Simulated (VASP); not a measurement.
Set up this calculation in VASP 6.6.1, as the native input.

```yaml
Task: relaxation of cell and atoms
Functional: PBE
Potentials_or_basis: VASP PAW PBE potentials, release 64 (La, Sb, Pd)
Cutoff: 600 eV
k_mesh: 8 × 8 × 6
Occupations: gaussian, width 0.1 eV
Spin: no spin polarisation
Dipole_correction: no
Further_INCAR_settings: ALGO = Normal; EDIFF = 1e-06; IBRION = 2; EDIFFG = -0.01; NSW = 100; ISIF = 3
```

The structure of LaSb4Pd lies in POSCAR:

```
LaSb4Pd
1.0
    4.8625172332      0.0000000000      0.0000000000
    0.0000000000      4.8625172332      0.0000000000
    0.0000000000      0.0000000000      7.5465611814
La Sb Pd
1 4 1
Direct
    0.0000000000      0.0000000000      0.5000000000
    0.5000000000      0.0000000000      0.2015646074
    0.5000000000      0.0000000000      0.7984353926
    0.0000000000      0.5000000000      0.7984353926
    0.0000000000      0.5000000000      0.2015646074
    0.5000000000      0.5000000000      0.0000000000
```

One way to write it, as run:

INCAR

```
SYSTEM = LaSb4Pd
ALGO = Normal ; EDIFF = 1E-6
EDIFFG = -0.01 ; ENCUT = 600
GGA = PE ; IBRION = 2
ISIF = 3 ; ISMEAR = 0
LASPH = .True. ; LCHARG = .False.
LREAL = .False. ; LWAVE = .False.
NELM = 100 ; NSW = 100
PREC = Accurate ; SIGMA = 0.1
```

KPOINTS

```
k-points
0
Gamma
  8 8 6
  0 0 0
```

Potentials or basis: VASP PAW PBE potentials, release 64 (La, Sb, Pd).

Run with:

```bash
$ cat potpaw_PBE.64/La/POTCAR potpaw_PBE.64/Sb/POTCAR potpaw_PBE.64/Pd/POTCAR > POTCAR
$ mpirun -np 1 vasp_std > vasp.out
```

Results of the run:

```json
{
  "Relaxed volume": "29.05 Å³/atom",
  "Relaxed cell": "a = 4.539 Å, b = 4.539 Å, c = 8.459 Å, α = 90.00°, β = 90.00°, γ = 90.00°",
  "Space group after relaxing (to 0.05 Å)": "P4/mmm (No. 123)",
  "Energy gained by relaxing": "39.0 meV/atom",
  "Ionic steps": "19",
  "Pressure after relaxing": "0.0 GPa",
  "Largest force after relaxing": "0.005 eV/Å"
}
```

Wall time 85 min on 1 thread of Intel(R) Xeon(R) Platinum 8488C (Sapphire Rapids), on a shared host, peak memory 0.62 GiB.
